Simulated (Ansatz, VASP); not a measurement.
## ZnS: VASP beside Ansatz

File POSCAR:

```
ZnS
1.0
    0.0000000000      2.8552102708      2.4269287302
    2.8552102708      0.0000000000      2.4269287302
    2.8552102708      2.8552102708      0.0000000000
Zn S
1 1
Direct
    0.0000000000      0.0000000000      0.0000000000
    0.7500000000      0.7500000000      0.7500000000
```

The input INCAR.step1:

```
PREC = Accurate ; ENCUT = 520
ISMEAR = 0 ; SIGMA = 0.05
LREAL = F ; LASPH = T
NELM = 100 ; NBANDS = 16
GGA = PE ; ALGO = Normal
EDIFF = 1E-4 ; LWAVE = T
LCHARG = F
```

INCAR.step2

```
PREC = Accurate ; ENCUT = 520
EDIFF = 1E-6 ; ISMEAR = 0
SIGMA = 0.05 ; LREAL = F
LASPH = T ; NELM = 100
ALGO = Normal ; ISIF = 2
LWAVE = F ; LCHARG = F
METAGGA = R2SCAN ; LMIXTAU = T
NBANDS = 16 ; ISTART = 1
```

The input KPOINTS:

```
regular mesh
0
Gamma
  8 8 8
```

Input for Ansatz:

```yaml
crystal:
  lattice:
    - [0.0, 2.8552102708, 2.4269287302]
    - [2.8552102708, 0.0, 2.4269287302]
    - [2.8552102708, 2.8552102708, 0.0]
  atoms:
    - { symbol: Zn, position: [0.0, 0.0, 0.0] }
    - { symbol: S, position: [0.75, 0.75, 0.75] }
basis:
  ecutwfc: 500
kpoints:
  mp_grid: { grid: [8, 8, 8] }
hamiltonian:
  xc: r2scan
scf:
  occupations: { method: gaussian, width: 0.05 }
output:
  forces: true
  stress: true
  eigenvalues: true
```

Alike in both runs: task single point; functional r2SCAN; k mesh 8 × 8 × 8; occupations gaussian, width 0.05 eV; no spin polarisation.

|  | VASP | Ansatz |
| --- | --- | --- |
| version | VASP 6.6.1 | Ansatz 0.2.0 |
| potentials or method | VASP PAW PBE potentials, release 64 (Zn, S), cutoff 520 eV | scalar-relativistic, plane waves, PAW |
| valence electrons in the cell | 18 | 18 |

```tsv
	VASP	Ansatz	Ansatz less VASP
gap on the k mesh at the Fermi level (eV)	2.33	2.32	-0.010
least direct gap on the mesh (eV)	2.33	2.32	-0.010
pressure (GPa)	-1.5	-1.5	-0.06
traceless stress, the component that is largest in VASP (GPa)	3.44	3.47	+0.031
```

VASP's potentials were made for PBE, not for r2SCAN.
